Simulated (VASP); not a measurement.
Wanted: the native input for a VASP 6.6.1 run.

```yaml
Task: single point
Functional: PBEsol
Potentials_or_basis: VASP PAW PBE potentials, release 64 (Sn_d, Se)
Cutoff: 520 eV
k_mesh: 6 × 6 × 6
Occupations: fermi-dirac, width 0.05 eV
Spin: no spin polarisation
Dipole_correction: no
Further_INCAR_settings: ALGO = Normal; EDIFF = 1e-07; NBANDS = 32
```

The structure of Sn3Se lies in POSCAR:

```
Sn3Se
1.0
    4.6573668819      0.0000000000      0.0000000000
    0.0000000000      4.6573668819      0.0000000000
    0.0000000000      0.0000000000      4.6573668819
Sn Se
3 1
Direct
    0.5000000000      0.5000000000      0.0000000000
    0.5000000000      0.0000000000      0.5000000000
    0.0000000000      0.5000000000      0.5000000000
    0.0000000000      0.0000000000      0.0000000000
```

The input as run:

INCAR

```
SYSTEM = Sn3Se
PREC     = Accurate       ! precision mode
ENCUT    = 520            ! plane-wave cutoff, eV
EDIFF    = 1E-7           ! SCF threshold, eV
ISMEAR   = -1             ! smearing method
SIGMA    = 0.05           ! smearing width, eV
LREAL    = .False.        ! projectors in reciprocal space
LASPH    = .True.         ! aspherical terms in the spheres
NELM     = 60             ! most SCF steps
ALGO     = Normal         ! electronic algorithm
ISIF     = 2              ! what is computed and relaxed
LWAVE    = .False.        ! write WAVECAR
LCHARG   = .True.         ! write CHGCAR
GGA      = PS             ! functional
LELF     = .True.         ! ELF
LVHAR    = .True.       
NBANDS   = 32             ! bands
```

KPOINTS

```
regular mesh
0
Gamma
  6 6 6
  0 0 0
```

Potentials or basis: VASP PAW PBE potentials, release 64 (Sn_d, Se).

Command:

```bash
$ cat potpaw_PBE.64/Sn_d/POTCAR potpaw_PBE.64/Se/POTCAR > POTCAR
$ mpirun -np 1 vasp_std > vasp.out
```

Results of the run:

| Item | Value |
| --- | --- |
| Pressure | 0.0 GPa |
| Band gap on the k mesh | zero (band 24 reaches 9.86 eV, above the bottom of band 25 at 7.38 eV) |

Caveat: the PAW data sets were made with another functional, which shifts forces and pressure a little; spin-orbit coupling is left out, which moves the levels of the heavy elements.

It took 22 s on 1 thread of Intel(R) Xeon(R) 6975P-C (Granite Rapids) (shared host), peak memory 0.22 GiB.
